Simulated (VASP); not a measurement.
# Zn (P6_3/mmc) in VASP: notebook, part 2 of 2

VASP 6.6.1. The steps go on from the part before.

**4. Single point, PBEsol (uniaxial strain along c: -1.0 %, then relaxed in part)**

File INCAR:

```
PREC = Accurate ; ENCUT = 520
EDIFF = 1E-6 ; ISMEAR = 0
SIGMA = 0.1 ; LREAL = F
LASPH = T ; NELM = 60
ALGO = Fast ; ISIF = 2
LWAVE = F ; LCHARG = T
GGA = PS ; LELF = T
LVHAR = T ; NBANDS = 19
```

File KPOINTS:

```
regular mesh
0
Gamma
  24 24 12
```

File POSCAR:

```
Zn
1.0
    2.5993561380      0.0000000000      0.0000000000
   -1.2996780690      2.2511084490      0.0000000000
    0.0000000000      0.0000000000      4.8457722442
Zn
2
Direct
    0.3333333329      0.6666666671      0.2500000000
    0.6666666671      0.3333333329      0.7500000000
```

Potentials or basis: VASP PAW PBE potentials, release 64 (Zn).

Started as:

```
$ cat potpaw_PBE.64/Zn/POTCAR > POTCAR
$ mpirun -np 1 vasp_std > vasp.out
```

OUTCAR:

```text
PREC = Accurate
   ENCUT = 520
   EDIFF = 1E-6
   ISMEAR = 0
   LREAL = F
   LASPH = T
   NELM = 60
   ISIF = 2
   GGA = PS

 ion  position               nearest neighbor table
   1  0.333  0.667  0.250-   2 2.85   2 2.85   2 2.85   2 2.85   2 2.85   2 2.85
   2  0.667  0.333  0.750-   1 2.85   1 2.85   1 2.85   1 2.85   1 2.85   1 2.85

  LATTYP: Found a hexagonal cell.
 ALAT       =     2.5993561380
 C/A-ratio  =     1.8642202095

  Lattice vectors:

 A1 = (   2.5993561380,   0.0000000000,   0.0000000000)
 A2 = (  -1.2996780690,   2.2511084490,   0.0000000000)
 A3 = (   0.0000000000,   0.0000000000,   4.8457722442)

Analysis of symmetry for initial positions (statically):
=====================================================================
 Subroutine PRICEL returns:
 Original cell was already a primitive cell.

 Routine SETGRP: Setting up the symmetry group for a
 hexagonal supercell.

 Subroutine GETGRP returns: Found 24 space group operations
 (whereof 12 operations were pure point group operations)
 out of a pool of 24 trial point group operations.

The static configuration has the point symmetry D_3d.
 The point group associated with its full space group is D_6h.

Analysis of symmetry for dynamics (positions and initial velocities):
=====================================================================
 Subroutine PRICEL returns:
 Original cell was already a primitive cell.

 Routine SETGRP: Setting up the symmetry group for a
 hexagonal supercell.

 Subroutine GETGRP returns: Found 24 space group operations
 (whereof 12 operations were pure point group operations)
 out of a pool of 24 trial point group operations.

The dynamic configuration has the point symmetry D_3d.
[... 113 lines left out ...]
   EMIN   =  10.00;   EMAX   =-10.00  energy-range for DOS
   EFERMI =   0.00;   METHOD = LEGACY
   ISMEAR =     0;   SIGMA  =   0.10  broadening in eV -4-tet -1-fermi 0-gaus
   EFERMI_NEDOS =   21; number of points for ismear=-14 and -15
   IALGO  =     68    algorithm
   IMIX   =      4    mixing-type and parameters
     AMIX     =   0.40;   BMIX     =  1.00
     AMIX_MAG =   1.60;   BMIX_MAG =  1.00
  volume/ion in A,a.u.               =      14.18        95.67
  Fermi-wavevector in a.u.,A,eV,Ry     =   1.548591  2.926413 32.628612  2.398135
  Thomas-Fermi vector in A             =   2.653520
   LORBIT       =      0    0 simple, 1 ext, 2 COOP (PROOUT), +10 PAW based schemes
   GGA     = PS    functional components
   LHFCALC =     F    Hartree Fock is set to
   AEXX    =    0.0000 exact exchange contribution
   IVDW    =     0    specifies the selected vdW correction
   LEPSILON=     F    determine dielectric tensor
   LRPA    =     F    only Hartree local field effects (RPA)
 non-spin polarized calculation
 RMM-DIIS sequential band-by-band and
 Gauss-broadening in eV      SIGMA  =   0.10
  energy-cutoff  :      520.00
  volume of cell :       28.35
 maximum number of plane-waves:       780
 NGX is ok and might be reduce to    20
   NGX =  9   NGY =  9   NGZ = 19

 number of electron      24.0000026 magnetization

 Free energy of the ion-electron system (eV)
  ---------------------------------------------------
  ext. energy  EPLUGINS =         0.00000000
  ---------------------------------------------------
  free energy    TOTEN  =        -3.17113975 eV

  energy without entropy =       -3.16917249  energy(sigma->0) =       -3.17015612

 E-fermi :   3.4602     XC(G=0): -12.0737

 val. band max:        3.4569378160   @ k =   0.2917   0.1667   0.0833
 cond. band min:       3.4656621999   @ k =   0.3333   0.0833   0.0000
 fundamental gap:      0.0087243838
 Fermi energy:         3.4601857669

 k-point     1 :       0.0000    0.0000    0.0000
  band No.  band energies     occupation
      1      -7.5389      2.00000
      2      -5.4856      2.00000
      3      -4.6627      2.00000
      4      -4.3938      2.00000
      5      -4.3938      2.00000
      6      -4.3369      2.00000
[... 505 lines left out ...]
      6      -4.2268      2.00000
[... 11 lines left out ...]
     18      19.1934      0.00000
     19      19.2251      0.00000

 [... further k-points ...]

------------------------ aborting loop because EDIFF is reached ----------------------------------------

  FORCE on cell =-STRESS in cart. coord.  units (eV):
  Direction    XX          YY          ZZ          XY          YZ          ZX
  --------------------------------------------------------------------------------------
  -------------------------------------------------------------------------------------
  Total        0.1881170      0.1881170      0.2250315     -0.0000000      0.0000000      0.0000000
  in kB       10.6295139     10.6295139     12.7153600     -0.0000000      0.0000000      0.0000000
  external PRESSURE =      11.3247959 kB  Pullay stress =       0.0000000 kB

 VOLUME and BASIS-vectors are now :
 -----------------------------------------------------------------------------
  energy-cutoff  :      520.00
  volume of cell :       28.35
      direct lattice vectors                 reciprocal lattice vectors
     2.599356138  0.000000000  0.000000000     0.384710654  0.222112800  0.000000000
    -1.299678069  2.251108449  0.000000000     0.000000000  0.444225599  0.000000000
     0.000000000  0.000000000  4.845772244     0.000000000  0.000000000  0.206365456

 POSITION                                       TOTAL-FORCE (eV/Angst)
 -----------------------------------------------------------------------------------
     -0.00000      1.50074      1.21144         0.000000      0.000000      0.000000
      1.29968      0.75037      3.63433         0.000000      0.000000      0.000000
 -----------------------------------------------------------------------------------
    total drift:                               -0.000000      0.000000      0.000000

  FREE ENERGIE OF THE ION-ELECTRON SYSTEM (eV)
  ---------------------------------------------------
  free  energy   TOTEN  =        -3.1711397479 eV

  energy  without entropy=       -3.1691724891  energy(sigma->0) =       -3.17015612
```

OSZICAR:

```text
N       E                     dE             d eps       ncg     rms          rms(c)
DAV:   1     0.110685069657E+03    0.11069E+03   -0.12358E+04 17018   0.203E+03
DAV:   2     0.143560200337E+01   -0.10925E+03   -0.10532E+03 16333   0.295E+02
DAV:   3    -0.348015277629E+01   -0.49158E+01   -0.48952E+01 18031   0.691E+01
DAV:   4    -0.350746343895E+01   -0.27311E-01   -0.27304E-01 17838   0.526E+00
DAV:   5    -0.350749604105E+01   -0.32602E-04   -0.32602E-04 17684   0.165E-01    0.484E+00
RMM:   6    -0.319461051859E+01    0.31289E+00   -0.11325E+00 18855   0.128E+01    0.349E+00
RMM:   7    -0.317995499815E+01    0.14656E-01   -0.36231E-02 19451   0.268E+00    0.175E+00
RMM:   8    -0.317128686737E+01    0.86681E-02   -0.64611E-03 18777   0.633E-01    0.144E-01
RMM:   9    -0.317116575445E+01    0.12111E-03   -0.18023E-03 19907   0.603E-01    0.909E-02
RMM:  10    -0.317113837531E+01    0.27379E-04   -0.13995E-04 19658   0.117E-01    0.527E-03
RMM:  11    -0.317113948261E+01   -0.11073E-05   -0.12589E-05 19069   0.345E-02    0.392E-03
RMM:  12    -0.317113974785E+01   -0.26524E-06   -0.33313E-06 15000   0.225E-02
   1 F= -.31711397E+01 E0= -.31701561E+01  d E =-.196726E-02
```

stdout:

```text
POSCAR found type information on POSCAR Zn
 POSCAR found :  1 types and       2 ions
 scaLAPACK will be used
 -----------------------------------------------------------------------------
|                                                                             |
|                                                                             |
|     You enforced a specific xc type in the INCAR file but a different       |
|     I HOPE YOU KNOW WHAT YOU ARE DOING!                                     |
|                                                                             |
 -----------------------------------------------------------------------------

 LDA part: xc-table for (Slater+PW92), standard interpolation
 POSCAR, INCAR and KPOINTS ok, starting setup
 FFT: planning ... GRIDC
 FFT: planning ... GRID_SOFT
 FFT: planning ... GRID
 WAVECAR not read
 entering main loop
WARNING in EDDRMM: call to ZHEGV failed, returncode =   8  4     19
WARNING in EDDRMM: call to ZHEGV failed, returncode =   6  3     19
```

It took 85 s on 1 thread of Intel Xeon 6975P-C (Granite Rapids), shared host; peak memory 0.28 GiB.

What came out:

```yaml
Free_energy: -3.1711 eV
Pressure: 1.1 GPa
Band_gap_on_the_k_mesh: zero (band 12 reaches 4.93 eV, above the bottom of band 13 at 0.43 eV)
```

Stress tensor (GPa, compression positive):
```
1.06 0.00 0.00
0.00 1.06 0.00
0.00 0.00 1.27
```

Levels at points of the mesh, in eV from the Fermi level:
```tsv
k point	band 9	band 10	band 11	band 12	band 13	band 14	band 15	band 16
(0.00, 0.00, 0.00)	-7.41	-7.18	-7.18	-4.04	-3.03	14.10	17.86	18.43
(0.50, 0.00, 0.00)	-6.98	-6.96	-3.07	-2.20	2.76	3.59	4.49	5.86
(0.00, 0.00, 0.50)	-7.28	-7.28	-7.28	-7.28	4.72	4.72	19.80	19.80
(0.50, 0.00, 0.50)	-6.97	-6.97	-2.10	-2.10	0.29	0.29	10.53	10.53
```

Caveat: the cell differs from its parent crystal (uniaxial strain along c: -1.0 %, then relaxed in part); the PAW data sets were made with another functional, which shifts forces and pressure a little.

**5. Single point, PBEsol (uniaxial strain along c: -1.0 %)**

File INCAR:

```
SYSTEM = Zn
PREC = Accurate
ENCUT = 520
EDIFF = 1E-7
ISMEAR = 0
SIGMA = 0.1
LREAL = .FALSE.
LASPH = .TRUE.
NELM = 80
ALGO = Fast
ISIF = 2
LWAVE = .FALSE.
LCHARG = .FALSE.
GGA = PS
NBANDS = 19
```

File KPOINTS:

```
regular mesh
0
G
  24 24 12
  0 0 0
```

File POSCAR:

```
Zn
1.0
    2.5991847725      0.0000000000      0.0000000000
   -1.2995923862      2.2509600421      0.0000000000
    0.0000000000      0.0000000000      4.8457722442
Zn
2
Direct
    0.3333333333      0.6666666667      0.2500000000
    0.6666666667      0.3333333333      0.7500000000
```

Potentials or basis: VASP PAW PBE potentials, release 64 (Zn).

Started as:

```
$ cat potpaw_PBE.64/Zn/POTCAR > POTCAR
$ mpirun -np 1 vasp_std > vasp.out
```

OUTCAR:

```text
SYSTEM = Zn
   PREC = Accurate
   ENCUT = 520
   EDIFF = 1E-7
   ISMEAR = 0
   LREAL = .FALSE.
   LASPH = .TRUE.
   NELM = 80
   ISIF = 2
   GGA = PS

 ion  position               nearest neighbor table
   1  0.333  0.667  0.250-   2 2.85   2 2.85   2 2.85   2 2.85   2 2.85   2 2.85
   2  0.667  0.333  0.750-   1 2.85   1 2.85   1 2.85   1 2.85   1 2.85   1 2.85

  LATTYP: Found a hexagonal cell.
 ALAT       =     2.5991847725
 C/A-ratio  =     1.8643431185

  Lattice vectors:

 A1 = (   2.5991847725,   0.0000000000,   0.0000000000)
 A2 = (  -1.2995923862,   2.2509600421,   0.0000000000)
 A3 = (   0.0000000000,   0.0000000000,   4.8457722442)

Analysis of symmetry for initial positions (statically):
=====================================================================
 Subroutine PRICEL returns:
 Original cell was already a primitive cell.

 Routine SETGRP: Setting up the symmetry group for a
 hexagonal supercell.

 Subroutine GETGRP returns: Found 24 space group operations
 (whereof 12 operations were pure point group operations)
 out of a pool of 24 trial point group operations.

The static configuration has the point symmetry D_3d.
[... 162 lines left out ...]

  energy without entropy =       -3.16916035  energy(sigma->0) =       -3.17014305

 E-fermi :   3.4611     XC(G=0): -12.0744

 val. band max:        3.4577755349   @ k =   0.2917   0.1667   0.0833
 cond. band min:       3.4663216862   @ k =   0.3333   0.0833   0.0000
 fundamental gap:      0.0085461513
 Fermi energy:         3.4610851233

 k-point     1 :       0.0000    0.0000    0.0000
  band No.  band energies     occupation
      1      -7.5390      2.00000
      2      -5.4846      2.00000
      3      -4.6612      2.00000
      4      -4.3921      2.00000
      5      -4.3921      2.00000
      6      -4.3352      2.00000
[... 505 lines left out ...]
      6      -4.2251      2.00000
[... 11 lines left out ...]
     18      19.1970      0.00000
     19      19.2281      0.00000

 [... further k-points ...]

------------------------ aborting loop because EDIFF is reached ----------------------------------------

  FORCE on cell =-STRESS in cart. coord.  units (eV):
  Direction    XX          YY          ZZ          XY          YZ          ZX
  --------------------------------------------------------------------------------------
  -------------------------------------------------------------------------------------
  Total        0.1053770      0.1053770      0.1372117      0.0000000      0.0000000      0.0000000
  in kB        5.9550925      5.9550925      7.7541421      0.0000000      0.0000000      0.0000000
  external PRESSURE =       6.5547757 kB  Pullay stress =       0.0000000 kB

 VOLUME and BASIS-vectors are now :
 -----------------------------------------------------------------------------
  energy-cutoff  :      520.00
  volume of cell :       28.35
      direct lattice vectors                 reciprocal lattice vectors
     2.599184773  0.000000000  0.000000000     0.384736018  0.222127444  0.000000000
    -1.299592386  2.250960042  0.000000000     0.000000000  0.444254887  0.000000000
     0.000000000  0.000000000  4.845772244     0.000000000  0.000000000  0.206365456

 POSITION                                       TOTAL-FORCE (eV/Angst)
 -----------------------------------------------------------------------------------
     -0.00000      1.50064      1.21144        -0.000000      0.000000     -0.000000
      1.29959      0.75032      3.63433         0.000000      0.000000      0.000000
 -----------------------------------------------------------------------------------
    total drift:                               -0.000000      0.000000      0.000000

  FREE ENERGIE OF THE ION-ELECTRON SYSTEM (eV)
  ---------------------------------------------------
  free  energy   TOTEN  =        -3.1711257381 eV

  energy  without entropy=       -3.1691603527  energy(sigma->0) =       -3.17014305
```

OSZICAR:

```text
N       E                     dE             d eps       ncg     rms          rms(c)
DAV:   1     0.111259960999E+03    0.11126E+03   -0.12291E+04 17010   0.203E+03
DAV:   2     0.158883664666E+01   -0.10967E+03   -0.10589E+03 16326   0.296E+02
DAV:   3    -0.347856064545E+01   -0.50674E+01   -0.50466E+01 18042   0.700E+01
DAV:   4    -0.350754404286E+01   -0.28983E-01   -0.28976E-01 17793   0.541E+00
DAV:   5    -0.350757794467E+01   -0.33902E-04   -0.33902E-04 17762   0.168E-01    0.484E+00
RMM:   6    -0.319460876083E+01    0.31297E+00   -0.11324E+00 18854   0.128E+01    0.349E+00
RMM:   7    -0.317994434711E+01    0.14664E-01   -0.36238E-02 19439   0.268E+00    0.175E+00
RMM:   8    -0.317127304351E+01    0.86713E-02   -0.64593E-03 18779   0.633E-01    0.144E-01
RMM:   9    -0.317115198316E+01    0.12106E-03   -0.18009E-03 19913   0.603E-01    0.909E-02
RMM:  10    -0.317112462956E+01    0.27354E-04   -0.13984E-04 19672   0.117E-01    0.527E-03
RMM:  11    -0.317112573467E+01   -0.11051E-05   -0.12581E-05 19447   0.345E-02    0.392E-03
RMM:  12    -0.317112599861E+01   -0.26395E-06   -0.33168E-06 19860   0.224E-02    0.795E-03
RMM:  13    -0.317112573635E+01    0.26226E-06   -0.11120E-06 19625   0.133E-02    0.434E-04
RMM:  14    -0.317112573808E+01   -0.17340E-08   -0.16032E-08 10695   0.118E-03
   1 F= -.31711257E+01 E0= -.31701430E+01  d E =-.196539E-02
```

stdout:

```text
POSCAR found type information on POSCAR Zn
 POSCAR found :  1 types and       2 ions
 scaLAPACK will be used
 -----------------------------------------------------------------------------
[... 21 lines left out ...]
 num prob  num prob  num prob  num prob  num prob  num prob  num prob  num prob WARNING in EDDRMM: call to ZHEGV failed, returncode =   6  3     18
 num prob  num prob  num prob  num prob WARNING in EDDRMM: call to ZHEGV failed, returncode =   8  4     15
 num prob  num prob  num prob  num prob  num prob  num prob  num prob  num prob  num prob  num prob  num prob  num prob  num prob  num prob  num prob  num prob  num prob WARNING in EDDRMM: call to ZHEGV failed, returncode =   8  4     18
 num prob  num prob  num prob  num prob  num prob  num prob RMM:  14    -0.317112573808E+01   -0.17340E-08   -0.16032E-08 10695   0.118E-03
```

It took 93 s on 1 thread of Intel Xeon 6975P-C (Granite Rapids), shared host; peak memory 0.28 GiB.

Results:

```
Free energy            : -3.1711 eV
Pressure               : 0.7 GPa
Band gap on the k mesh : zero (band 12 reaches 4.93 eV, above the bottom of band 13 at 0.43 eV)
```

Levels at points of the mesh, in eV from the Fermi level:
```
           k point  band 10  band 11  band 12  band 13  band 14  band 15
(0.00, 0.00, 0.00)    -7.18    -7.18    -4.04    -3.04    14.10    17.86
(0.50, 0.00, 0.00)    -6.95    -3.07    -2.20     2.76     3.59     4.50
(0.00, 0.00, 0.50)    -7.28    -7.28    -7.28     4.72     4.72    19.81
(0.50, 0.00, 0.50)    -6.96    -2.10    -2.10     0.29     0.29    10.53
```

Caveat: the cell differs from its parent crystal (uniaxial strain along c: -1.0 %); the PAW data sets were made with another functional, which shifts forces and pressure a little.

**6. Overview**

| cell | further INCAR settings | gap on the mesh (eV) | pressure (GPa) |
| --- | --- | --- | --- |
| a = 2.606, b = 2.606, c = 4.797 Å, angles 90.0, 90.0, 120.0°, 2 atoms | ALGO = Fast; EDIFF = 1e-06; NBANDS = 19 | none | 1.4 |
| a = 2.615, b = 2.615, c = 4.748 Å, angles 90.0, 90.0, 120.0°, 2 atoms | ALGO = Fast; EDIFF = 1e-06; NBANDS = 19 | none | 1.4 |
| a = 2.599, b = 2.599, c = 4.846 Å, angles 90.0, 90.0, 120.0°, 2 atoms | ALGO = Fast; EDIFF = 1e-06; NBANDS = 19 | none | 1.1 |
| a = 2.599, b = 2.599, c = 4.846 Å, angles 90.0, 90.0, 120.0°, 2 atoms | ALGO = Fast; EDIFF = 1e-07; NBANDS = 19 | none | 0.7 |

Alike in all rows: task single point; level PBEsol; potentials or basis VASP PAW PBE potentials, release 64 (Zn); no spin polarisation; k mesh 24 × 24 × 12; cutoff (eV) 520; smearing gaussian 0.1 eV.

Caveats: the PAW data sets were made with another functional, which shifts forces and pressure a little.

Absolute energies hang on the potentials; compare differences alone.
